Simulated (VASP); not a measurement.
# GaP (F-43m) in VASP: single point with PBE

Aim: the single point of GaP with PBE.

Program: VASP 6.6.1. These are calculated values, not measurements. Logs are shortened: lines on timing, memory, paths and dates and some standing lists are left out, and cuts for length are marked.

## Step 1: The cell of the first run

The structure is cubic, space group F-43m (No. 216). The conventional cell has a = 5.505 Å, b = 5.505 Å, c = 5.505 Å, α = 90.00°, β = 90.00°, γ = 90.00°. Ga (site symmetry -43m) has 4 P at 2.38 Å within 3.1 Å. P (site symmetry -43m) has 4 Ga at 2.38 Å within 3.1 Å.

## Step 2: Single point, PBE

Input file INCAR:

```
PREC = Accurate ; ENCUT = 500
EDIFF = 1E-6 ; ISMEAR = 0
SIGMA = 0.01 ; LREAL = False
LASPH = True ; NELM = 120
ALGO = Normal ; ISIF = 2
LWAVE = False ; LCHARG = False
GGA = PE ; NBANDS = 16
GGA_COMPAT = False
```

Input file KPOINTS:

```
Automatic mesh
0
Gamma
  8 8 8
```

Input file POSCAR:

```
GaP
1.0
    0.0000000000      2.7525584834      2.7525584834
    2.7525584834      0.0000000000      2.7525584834
    2.7525584834      2.7525584834      0.0000000000
Ga P
1 1
Direct
    0.0000000000      0.0000000000      0.0000000000
    0.7500000000      0.7500000000      0.7500000000
```

Potentials or basis: VASP PAW PBE potentials, release 64 (Ga_d, P).

The run is started by

```
> cat potpaw_PBE.64/Ga_d/POTCAR potpaw_PBE.64/P/POTCAR > POTCAR
> mpirun -np 1 vasp_std > vasp.out
```

OUTCAR:

```text
PREC = Accurate
   ENCUT = 500
   EDIFF = 1E-6
   ISMEAR = 0
   LREAL = False
   LASPH = True
   NELM = 120
   ISIF = 2
   GGA = PE

 ion  position               nearest neighbor table
   1  0.000  0.000  0.000-   2 2.38   2 2.38   2 2.38   2 2.38
   2  0.750  0.750  0.750-   1 2.38   1 2.38   1 2.38   1 2.38

  LATTYP: Found a face centered cubic cell.
 ALAT       =     5.5051169668

  Lattice vectors:

 A1 = (   0.0000000000,   2.7525584834,   2.7525584834)
 A2 = (   2.7525584834,   0.0000000000,   2.7525584834)
 A3 = (   2.7525584834,   2.7525584834,   0.0000000000)

Analysis of symmetry for initial positions (statically):
=====================================================================
 Subroutine PRICEL returns:
 Original cell was already a primitive cell.

 Routine SETGRP: Setting up the symmetry group for a
 face centered cubic supercell.

 Subroutine GETGRP returns: Found 24 space group operations
 (whereof 24 operations were pure point group operations)
 out of a pool of 48 trial point group operations.

The static configuration has the point symmetry T_d .

Analysis of symmetry for dynamics (positions and initial velocities):
=====================================================================
 Subroutine PRICEL returns:
 Original cell was already a primitive cell.

 Routine SETGRP: Setting up the symmetry group for a
 face centered cubic supercell.

 Subroutine GETGRP returns: Found 24 space group operations
 (whereof 24 operations were pure point group operations)
 out of a pool of 48 trial point group operations.

The dynamic configuration has the point symmetry T_d .

 Subroutine INISYM returns: Found 24 space group operations
 (whereof 24 operations are pure point group operations),
 and found     1 'primitive' translations

----------------------------------------------------------------------------------------

                                     Primitive cell

  volume of cell :      41.7099

  direct lattice vectors                    reciprocal lattice vectors
     0.000000000  2.752558483  2.752558483    -0.181649183  0.181649183  0.181649183
     2.752558483  0.000000000  2.752558483     0.181649183 -0.181649183  0.181649183
     2.752558483  2.752558483  0.000000000     0.181649183  0.181649183 -0.181649183

  length of vectors
     3.892705538  3.892705538  3.892705538     0.314625614  0.314625614  0.314625614

  position of ions in fractional coordinates (direct lattice)
     0.000000000  0.000000000  0.000000000
     0.750000000  0.750000000  0.750000000

  ion indices of the primitive-cell ions
   primitive index   ion index
                 1           1
                 2           2

----------------------------------------------------------------------------------------

 KPOINTS: Automatic mesh

Automatic generation of k-mesh.
 Grid dimensions read from file:
 generate k-points for:    8    8    8

 Generating k-lattice:

  Cartesian coordinates                     Fractional coordinates (reciprocal lattice)
    -0.022706148  0.022706148  0.022706148     0.125000000  0.000000000  0.000000000
     0.022706148 -0.022706148  0.022706148     0.000000000  0.125000000  0.000000000
     0.022706148  0.022706148 -0.022706148     0.000000000  0.000000000  0.125000000

  Length of vectors
     0.039328202  0.039328202  0.039328202

  Shift w.r.t. Gamma in fractional coordinates (k-lattice)
     0.000000000  0.000000000  0.000000000

 Subroutine IBZKPT returns following result:
 ===========================================

 Found     29 irreducible k-points:

 Following reciprocal coordinates:
            Coordinates               Weight
  0.000000  0.000000  0.000000      1.000000
  0.125000  0.000000  0.000000      8.000000
  0.250000  0.000000  0.000000      8.000000
  0.375000  0.000000  0.000000      8.000000
  0.500000  0.000000  0.000000      4.000000
  0.125000  0.125000  0.000000      6.000000
[... 16 lines left out ...]
  0.500000  0.250000  0.125000     48.000000
 -0.375000  0.250000  0.125000     24.000000
 [... further k-points ...]
   k-points           NKPTS =     29   k-points in BZ     NKDIM =     29   number of bands    NBANDS=     16
   number of dos      NEDOS =    301   number of ions     NIONS =      2
   total plane-waves  NPLWV =  21952
   dimension x,y,z NGX =    28 NGY =   28 NGZ =   28
   dimension x,y,z NGXF=    56 NGYF=   56 NGZF=   56
   ions per type =               1   1
   NGX,Y,Z   is equivalent  to a cutoff of  11.96, 11.96, 11.96 a.u.
   NGXF,Y,Z  is equivalent  to a cutoff of  23.92, 23.92, 23.92 a.u.
 SYSTEM =  unknown system
   PREC   = accura    normal or accurate (medium, high low for compatibility)
   ISTART =      0    job   : 0-new  1-cont  2-samecut
   ICHARG =      2    charge: 1-file 2-atom 10-const
   ISPIN  =      1    spin polarized calculation?
   LNONCOLLINEAR =      F non collinear calculations
   LSORBIT =      F    spin-orbit coupling
   LASPH  =      T    aspherical Exc in radial PAW
   ENCUT  =  500.0 eV  36.75 Ry    6.06 a.u.   7.10  7.10  7.10*2*pi/ulx,y,z
   NELM   =    120;   NELMIN=  2; NELMDL= -5     # of ELM steps
   EDIFF  = 0.1E-05   stopping-criterion for ELM
   LREAL  =      F    real-space projection
   EDIFFG = 0.1E-04   stopping-criterion for IOM
   NSW    =      0    number of steps for IOM
   IBRION =     -1    ionic relax: 0-MD 1-quasi-New 2-CG
   NFREE  =      0    steps in history (QN), initial steepest desc. (CG)
   ISIF   =      2    stress and relaxation
   ISYM   =      2    0-nonsym 1-usesym 2-fastsym
   POTIM  = 0.5000    time-step for ionic-motion
   TEBEG  =    0.0;   TEEND  =   0.0 temperature during run
   PSTRESS=    0.0 pullay stress
   NELECT =      18.0000    total number of electrons
   NUPDOWN=      -1.0000    fix difference up-down
   EMIN   =  10.00;   EMAX   =-10.00  energy-range for DOS
   EFERMI =   0.00;   METHOD = LEGACY
   ISMEAR =     0;   SIGMA  =   0.01  broadening in eV -4-tet -1-fermi 0-gaus
   EFERMI_NEDOS =   21; number of points for ismear=-14 and -15
   IALGO  =     38    algorithm
   IMIX   =      4    mixing-type and parameters
     AMIX     =   0.40;   BMIX     =  1.00
     AMIX_MAG =   1.60;   BMIX_MAG =  1.00
  volume/ion in A,a.u.               =      20.85       140.74
  Fermi-wavevector in a.u.,A,eV,Ry     =   1.237141  2.337857 20.823951  1.530517
  Thomas-Fermi vector in A             =   2.371720
   LORBIT       =      0    0 simple, 1 ext, 2 COOP (PROOUT), +10 PAW based schemes
   GGA     = PE    functional components
   LHFCALC =     F    Hartree Fock is set to
   AEXX    =    0.0000 exact exchange contribution
   IVDW    =     0    specifies the selected vdW correction
   LEPSILON=     F    determine dielectric tensor
   LRPA    =     F    only Hartree local field effects (RPA)
 non-spin polarized calculation
 Gauss-broadening in eV      SIGMA  =   0.01
  energy-cutoff  :      500.00
  volume of cell :       41.71
 maximum number of plane-waves:      1067
   NGX = 15   NGY = 15   NGZ = 15

 number of electron      18.0000010 magnetization

 Free energy of the ion-electron system (eV)
  ---------------------------------------------------
  ext. energy  EPLUGINS =         0.00000000
  ---------------------------------------------------
  free energy    TOTEN  =        -9.12545984 eV

  energy without entropy =       -9.12545984  energy(sigma->0) =       -9.12545984

 E-fermi :   4.4138     XC(G=0):  -9.6974

 val. band max:        4.3517781766   @ k =   0.0000   0.0000   0.0000
 cond. band min:       5.9316017499   @ k =   0.0000   0.0000   0.0000
 fundamental gap:      1.5798235733
 Fermi energy:         4.4138252692

 k-point     1 :       0.0000    0.0000    0.0000
  band No.  band energies     occupation
      1     -10.1519      2.00000
      2     -10.1519      2.00000
      3     -10.1519      2.00000
      4     -10.0610      2.00000
      5     -10.0610      2.00000
      6      -7.9190      2.00000
[... 8 lines left out ...]
     15      14.0974      0.00000
     16      14.0974      0.00000

 k-point     2 :       0.1250    0.0000    0.0000
  band No.  band energies     occupation
      1     -10.1637      2.00000
      2     -10.1477      2.00000
      3     -10.1477      2.00000
      4     -10.0611      2.00000
      5     -10.0611      2.00000
      6      -7.7246      2.00000
[... 8 lines left out ...]
     15      13.4915      0.00000
     16      13.9120      0.00000

 k-point     3 :       0.2500    0.0000    0.0000
  band No.  band energies     occupation
      1     -10.1901      2.00000
      2     -10.1386      2.00000
      3     -10.1386      2.00000
      4     -10.0599      2.00000
      5     -10.0599      2.00000
      6      -7.1740      2.00000
[... 8 lines left out ...]
     15      13.3075      0.00000
     16      14.1984      0.00000

 k-point     4 :       0.3750    0.0000    0.0000
  band No.  band energies     occupation
      1     -10.2144      2.00000
      2     -10.1316      2.00000
      3     -10.1316      2.00000
      4     -10.0565      2.00000
      5     -10.0565      2.00000
      6      -6.4107      2.00000
[... 8 lines left out ...]
     15      14.4634      0.00000
     16      14.4634      0.00000

 k-point     5 :       0.5000    0.0000    0.0000
  band No.  band energies     occupation
      1     -10.2239      2.00000
      2     -10.1294      2.00000
      3     -10.1294      2.00000
      4     -10.0544      2.00000
      5     -10.0544      2.00000
      6      -5.9497      2.00000
[... 8 lines left out ...]
     15      15.9419      0.00000
     16      15.9419      0.00000

 k-point     6 :       0.1250    0.1250    0.0000
  band No.  band energies     occupation
      1     -10.1716      2.00000
      2     -10.1436      2.00000
      3     -10.1436      2.00000
      4     -10.0647      2.00000
      5     -10.0582      2.00000
      6      -7.6599      2.00000
[... 8 lines left out ...]
     15      14.2660      0.00000
     16      14.3386      0.00000

 k-point     7 :       0.2500    0.1250    0.0000
  band No.  band energies     occupation
      1     -10.1926      2.00000
      2     -10.1359      2.00000
      3     -10.1341      2.00000
      4     -10.0673      2.00000
      5     -10.0554      2.00000
      6      -7.2265      2.00000
[... 8 lines left out ...]
     15      14.3342      0.00000
     16      15.3484      0.00000

 k-point     8 :       0.3750    0.1250    0.0000
  band No.  band energies     occupation
      1     -10.2138      2.00000
      2     -10.1298      2.00000
      3     -10.1261      2.00000
      4     -10.0657      2.00000
      5     -10.0529      2.00000
      6      -6.5158      2.00000
[... 8 lines left out ...]
     15      15.0898      0.00000
     16      15.1623      0.00000

 k-point     9 :       0.5000    0.1250    0.0000
  band No.  band energies     occupation
      1     -10.2254      2.00000
      2     -10.1272      2.00000
      3     -10.1234      2.00000
      4     -10.0604      2.00000
      5     -10.0532      2.00000
      6      -5.8720      2.00000
[... 8 lines left out ...]
     15      15.9434      0.00000
     16      16.1230      0.00000
[... 172 lines left out ...]
 k-point    19 :       0.5000    0.3750    0.0000
  band No.  band energies     occupation
      1     -10.2507      2.00000
      2     -10.1013      2.00000
      3     -10.0975      2.00000
      4     -10.0863      2.00000
      5     -10.0443      2.00000
      6      -5.2921      2.00000
[... 8 lines left out ...]
     15      16.2749      0.00000
     16      17.3662      0.00000

 k-point    20 :      -0.3750    0.3750    0.0000
  band No.  band energies     occupation
      1     -10.2433      2.00000
      2     -10.1102      2.00000
      3     -10.1011      2.00000
      4     -10.0780      2.00000
      5     -10.0499      2.00000
      6      -5.1278      2.00000
[... 8 lines left out ...]
     15      14.7018      0.00000
     16      18.7715      0.00000

 k-point    21 :       0.5000    0.5000    0.0000
  band No.  band energies     occupation
      1     -10.2581      2.00000
      2     -10.0930      2.00000
      3     -10.0930      2.00000
      4     -10.0925      2.00000
      5     -10.0414      2.00000
      6      -5.0905      2.00000
[... 8 lines left out ...]
     15      16.6829      0.00000
     16      17.2184      0.00000

 k-point    22 :       0.3750    0.2500    0.1250
  band No.  band energies     occupation
      1     -10.2114      2.00000
      2     -10.1277      2.00000
      3     -10.1242      2.00000
      4     -10.0705      2.00000
      5     -10.0528      2.00000
      6      -6.7050      2.00000
[... 8 lines left out ...]
     15      15.3552      0.00000
     16      16.5826      0.00000

 k-point    23 :       0.5000    0.2500    0.1250
  band No.  band energies     occupation
      1     -10.2253      2.00000
      2     -10.1243      2.00000
      3     -10.1159      2.00000
      4     -10.0686      2.00000
      5     -10.0529      2.00000
      6      -5.9874      2.00000
[... 8 lines left out ...]
     15      15.7332      0.00000
     16      17.0505      0.00000

 k-point    24 :      -0.3750    0.2500    0.1250
  band No.  band energies     occupation
      1     -10.2305      2.00000
      2     -10.1238      2.00000
      3     -10.1130      2.00000
      4     -10.0654      2.00000
      5     -10.0544      2.00000
      6      -5.5609      2.00000
[... 8 lines left out ...]
     15      16.2467      0.00000
     16      16.6887      0.00000

 [... further k-points ...]
[... 5 lines left out ...]
  --------------------------------------------------------------------------------------
  -------------------------------------------------------------------------------------
  Total       -0.0099131     -0.0099131     -0.0099131      0.0000000      0.0000000     -0.0000000
  in kB       -0.3807857     -0.3807857     -0.3807857      0.0000000      0.0000000     -0.0000000
  external PRESSURE =      -0.3807857 kB  Pullay stress =       0.0000000 kB

 VOLUME and BASIS-vectors are now :
 -----------------------------------------------------------------------------
  energy-cutoff  :      500.00
  volume of cell :       41.71
      direct lattice vectors                 reciprocal lattice vectors
     0.000000000  2.752558483  2.752558483    -0.181649183  0.181649183  0.181649183
     2.752558483  0.000000000  2.752558483     0.181649183 -0.181649183  0.181649183
     2.752558483  2.752558483  0.000000000     0.181649183  0.181649183 -0.181649183

 POSITION                                       TOTAL-FORCE (eV/Angst)
 -----------------------------------------------------------------------------------
      0.00000      0.00000      0.00000         0.000000     -0.000000      0.000000
      4.12884      4.12884      4.12884        -0.000000      0.000000     -0.000000
 -----------------------------------------------------------------------------------
    total drift:                               -0.000001     -0.000001     -0.000001

  FREE ENERGIE OF THE ION-ELECTRON SYSTEM (eV)
  ---------------------------------------------------
  free  energy   TOTEN  =        -9.1254598446 eV

  energy  without entropy=       -9.1254598446  energy(sigma->0) =       -9.12545984
```

It took 19 s on 1 thread of Intel Xeon Platinum 8488C (Sapphire Rapids), shared host; peak memory 0.16 GiB.

Results:

```yaml
Free_energy: -9.1255 eV
Pressure: 0.0 GPa
Band_gap_on_the_k_mesh: 1.58 eV, direct
```

Levels at points of the mesh, in eV from the valence-band top:
| k point | band 7 | band 8 | band 9 | band 10 | band 11 | band 12 |
| --- | --- | --- | --- | --- | --- | --- |
| (0.00, 0.00, 0.00) | 0.00 | 0.00 | 0.00 | 1.58 | 3.90 | 3.90 |
| (0.50, 0.00, 0.00) | -6.46 | -1.07 | -1.07 | 1.58 | 4.73 | 4.73 |
| (0.50, 0.50, 0.00) | -6.61 | -2.58 | -2.58 | 1.72 | 1.85 | 10.37 |
